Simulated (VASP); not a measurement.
The system is BeC.

```
Be C
1.0
     2.83770    0.00000    0.00000
    -1.41885    2.45752    0.00000
     0.00000    0.00000    4.65693
Be C
2 2
Direct
  0.33333 0.66667 0.00000
  0.66667 0.33333 0.50000
  0.33333 0.66667 0.38500
  0.66667 0.33333 0.88500
```

* Program: VASP 6.6.1
* Task: relaxation of cell and atoms
* Functional: PBE
* Potentials or basis: VASP PAW PBE potentials, release 64 (Be, C)
* Cutoff: 600 eV
* k mesh: 9 × 9 × 4
* Occupations: gaussian, width 0.1 eV
* Spin: no spin polarisation

At the start: pressure 17.9 GPa; volume 8.12 Å³/atom.

Q: How do energy, volume and symmetry change on relaxing?

A: Over 16 steps the energy falls by 423.0 meV/atom and the volume is 8.16 Å³/atom (+0.5 %); space group P6_3/mmc (No. 194, to 0.05 Å).

Step by step:
| step | energy change (eV) | largest force (eV/Å) | pressure (GPa) | volume (Å³) |
| --- | --- | --- | --- | --- |
| 1 | 0.0000 | 0.1998 | 17.93 | 32.48 |
| 2 | -0.3438 | 0.8152 | -3.18 | 36.90 |
| 3 | -0.3475 | 0.8574 | -5.39 | 37.55 |
| 4 | -0.6266 | 0.8665 | -8.99 | 37.97 |
| 5 | -1.2298 | 0.5848 | -17.96 | 38.54 |
| 6 | -1.4778 | 0.3219 | -13.51 | 36.72 |
| 7 | -1.5747 | 0.1965 | -7.42 | 35.19 |
| 8 | -1.5758 | 0.3083 | -6.27 | 34.97 |
| 9 | -1.5760 | 0.2718 | -6.64 | 35.04 |
| 10 | -1.6125 | 0.0346 | -5.60 | 34.52 |
| 11 | -1.6478 | 0.4042 | -2.63 | 33.51 |
| 12 | -1.6797 | 0.2642 | -0.74 | 32.86 |
| 13 | -1.6883 | 0.1738 | 0.85 | 32.42 |
| 14 | -1.6886 | 0.1521 | 1.32 | 32.31 |
| 15 | -1.6917 | 0.0564 | 0.22 | 32.53 |
| 16 | -1.6920 | 0.0168 | -0.24 | 32.62 |

Final structure:
```
CELL_PARAMETERS angstrom
3.18325 0.00000 0.00000
-1.59163 2.75678 0.00000
0.00000 0.00000 3.71748
ATOMIC_POSITIONS crystal
Be 0.33333 0.66667 0.94274
Be 0.66667 0.33333 0.44274
C 0.33333 0.66667 0.44226
C 0.66667 0.33333 0.94226
```
